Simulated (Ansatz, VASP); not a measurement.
**BaZrO3 in VASP and in Ansatz**

Contents of INCAR:

```
SYSTEM = BaZrO3
PREC     = Accurate       ! precision mode
ENCUT    = 600            ! plane-wave cutoff, eV
EDIFF    = 1E-6           ! SCF threshold, eV
ISMEAR   = 0              ! smearing method
SIGMA    = 0.01           ! smearing width, eV
LREAL    = .False.        ! projectors in reciprocal space
LASPH    = .True.         ! aspherical terms in the spheres
NELM     = 80             ! most SCF steps
ALGO     = Normal         ! electronic algorithm
ISIF     = 3              ! what is computed and relaxed
LWAVE    = .False.        ! write WAVECAR
LCHARG   = .False.        ! write CHGCAR
GGA      = RP             ! functional
IBRION   = 2              ! ionic algorithm
NSW      = 80             ! ionic steps
EDIFFG   = -0.01          ! ionic threshold
```

Contents of KPOINTS:

```
Automatic mesh
0
Gamma
  5 5 5
  0 0 0
```

The input POSCAR:

```
BaZrO3
1.0
    4.1913400000      0.0000000000      0.0000000000
    0.0000000000      4.1913400000      0.0000000000
    0.0000000000      0.0000000000      4.1913400000
Ba Zr O
1 1 3
Direct
    0.0000000000      0.0000000000      0.0000000000
    0.5000000000      0.5000000000      0.5000000000
    0.0000000000      0.5000000000      0.5000000000
    0.5000000000      0.0000000000      0.5000000000
    0.5000000000      0.5000000000      0.0000000000
```

Input for Ansatz:

```yaml
crystal:
  lattice:
    - [4.19134, 0.0, 0.0]
    - [0.0, 4.19134, 0.0]
    - [0.0, 0.0, 4.19134]
  atoms:
    - { symbol: Ba, position: [0.0, 0.0, 0.0] }
    - { symbol: Zr, position: [0.5, 0.5, 0.5] }
    - { symbol: O, position: [0.0, 0.5, 0.5] }
    - { symbol: O, position: [0.5, 0.0, 0.5] }
    - { symbol: O, position: [0.5, 0.5, 0.0] }
kpoints:
  mp_grid:
    grid: [5, 5, 5]
hamiltonian:
  xc: rpbe
  dispersion: none
scf:
  convergence:
    dr2_threshold: 1.0e-08
  occupations:
    method: fixed
relax:
  f_tol: 0.01
  cell: {}
```

Alike in both runs: task relaxation of cell and atoms; functional RPBE; k mesh 5 × 5 × 5; no spin polarisation.

|  | VASP | Ansatz |
| --- | --- | --- |
| version | VASP 6.6.1 | Ansatz 0.2.0 |
| potentials or method | VASP PAW PBE potentials, release 64 (Ba_sv, Zr_sv, O) | plane waves, PAW |
| plane-wave cutoff (eV) | 600 | 420 |
| occupations | gaussian, width 0.01 eV | fixed |
| valence electrons in the cell | 40 | 40 |

|  | VASP | Ansatz | Ansatz less VASP |
| --- | --- | --- | --- |
| relaxed volume (Å³/atom) | 15.56 | 15.47 | -0.086 |
| relaxed cell length with the largest relative difference (Å) | 4.269 | 4.261 | -0.0079 |

VASP's potentials were made for PBE, not for RPBE. Ansatz's warnings: stress scf threshold loose.

Neither program's run includes spin-orbit coupling.
